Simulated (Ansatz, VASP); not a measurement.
H4CO: VASP beside Ansatz

```
H O C
1.0
     7.58742    0.00000    0.00000
     0.00000    7.58742    0.00000
     0.00000    0.00000    7.58742
H O C
24 6 6
Cartesian
  4.5976 0.8643 2.0091
  4.6412 1.5161 1.6275
  1.3148 3.8066 5.0975
  1.3331 4.4645 4.7331
  2.2908 2.5061 2.6126
  1.7978 1.9508 2.7568
  5.5644 3.5552 2.3024
  5.1891 4.2060 2.4230
  4.6037 6.3267 3.6249
  3.9898 6.1295 3.2222
  1.5827 6.7785 3.6835
  1.7642 7.1320 4.3246
  5.1810 5.4997 6.7130
  4.2291 6.6478 7.8786
  7.0514 1.6382 3.8306
  6.7091 0.0242 2.9044
  -0.3015 2.3988 6.2683
  -1.0879 1.2603 7.5471
  0.5701 5.2185 2.0084
  1.0049 5.5926 0.2200
  4.0121 4.0590 4.5298
  4.1063 2.1668 4.5299
  2.9956 2.1519 7.6723
  2.1621 0.5034 8.0861
  6.2448 6.5294 8.1114
  6.2426 0.0965 4.8930
  -0.2213 2.9778 8.2269
  2.5273 5.0180 1.4525
  4.7309 3.1477 6.2060
  2.3397 1.0088 6.1240
  5.2071 6.2293 7.5494
  6.6755 0.5849 3.8685
  -0.5493 2.2100 7.3383
  1.3600 5.2736 1.2235
  4.2785 3.1235 5.0769
  2.5046 1.2246 7.3066
```

Alike in both runs: functional PBE; dispersion D3(BJ); k mesh 1 × 1 × 1; occupations fermi-dirac, width 0.02 eV; no spin polarisation.

Ansatz relaxed the structure, and its values are those at the end. VASP's run is a single point on that final structure, the one shown.

|  | VASP | Ansatz |
| --- | --- | --- |
| version | VASP 6.6.1 | Ansatz 0.2.0 |
| potentials or method | VASP PAW PBE potentials, release 64 (H_h, O_h, C_h), cutoff 1000 eV | scalar-relativistic, plane waves, PAW |
| valence electrons in the cell | 84 | 84 |

Ansatz gave:

| Item | Value |
| --- | --- |
| gap on the k mesh at the Fermi level (eV) | 3.05 |
| rms of the force components (eV/Å) | 0.102 |

Task: Which values does VASP return?

Result: gap on the k mesh at the Fermi level (eV): 3.06; rms of the force components (eV/Å): 0.099.
